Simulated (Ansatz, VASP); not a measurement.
## One calculation of ZrB2, two programs

File INCAR:

```
PREC = Accurate
ENCUT = 600
EDIFF = 1E-7
ISMEAR = 0
SIGMA = 0.1
LREAL = F
LASPH = T
NELM = 100
ALGO = Normal
ISIF = 3
LWAVE = F
LCHARG = F
IBRION = 2
NSW = 100
EDIFFG = -0.002
```

KPOINTS

```
regular mesh
0
Gamma
  15 15 10
```

File POSCAR:

```
ZrB2
1.0
    3.1356928518      0.0000000000      0.0000000000
   -1.5678464259      2.7155896681      0.0000000000
    0.0000000000      0.0000000000      3.4863225679
Zr B
1 2
Direct
    0.0000000000      0.0000000000      0.0000000000
    0.3333333333      0.6666666667      0.5000000000
    0.6666666667      0.3333333333      0.5000000000
```

Input for Ansatz:

```yaml
crystal:
  lattice:
    - [3.1356928518, 0.0, 0.0]
    - [-1.5678464259, 2.7155896681, 0.0]
    - [0.0, 0.0, 3.4863225679]
  atoms:
    - { symbol: Zr, position: [0.0, 0.0, 0.0] }
    - { symbol: B, position: [0.3333333333, 0.6666666667, 0.5] }
    - { symbol: B, position: [0.6666666667, 0.3333333333, 0.5] }
basis:
  ecutwfc: 420
kpoints:
  mp_grid: { grid: [15, 15, 10] }
hamiltonian:
  xc: lda
  pseudopotentials: { kind: paw, azcp: { folder: soft_1 } }
scf:
  occupations: { method: gaussian, width: 0.1 }
output:
  forces: true
  stress: true
  eigenvalues: true
relax:
  adjacent_minimum: "off"
  f_tol: 0.002
  max_steps: 80
  cell: { stress_tol: 0.02 }
```

Alike in both runs: task relaxation of cell and atoms; functional LDA; k mesh 15 × 15 × 10; occupations gaussian, width 0.1 eV; no spin polarisation.

```csv
,VASP,Ansatz
version,VASP 6.6.1,Ansatz 0.2.0
potentials or method,"VASP PAW LDA potentials, release 64 (Zr_sv, B), cutoff 600 eV","scalar-relativistic, plane waves, PAW"
valence electrons in the cell,18,18
```

Ansatz gave:

- gap on the k mesh at the Fermi level, each at its own relaxed structure (eV): none
- relaxed volume (Å³/atom): 9.88
- relaxed cell length with the largest relative difference (Å): 3.487

Problem. Which values does VASP return?

Solution. gap on the k mesh at the Fermi level, each at its own relaxed structure (eV): none; relaxed volume (Å³/atom): 9.90; relaxed cell length with the largest relative difference (Å): 3.490.

Ansatz warns that its potentials were made for another functional, while VASP's fit it. LDA's correlation is that of Perdew and Zunger in VASP and of Perdew and Wang (1992) in Ansatz. A gap of «none» marks a metal or a gap that the smearing closes.
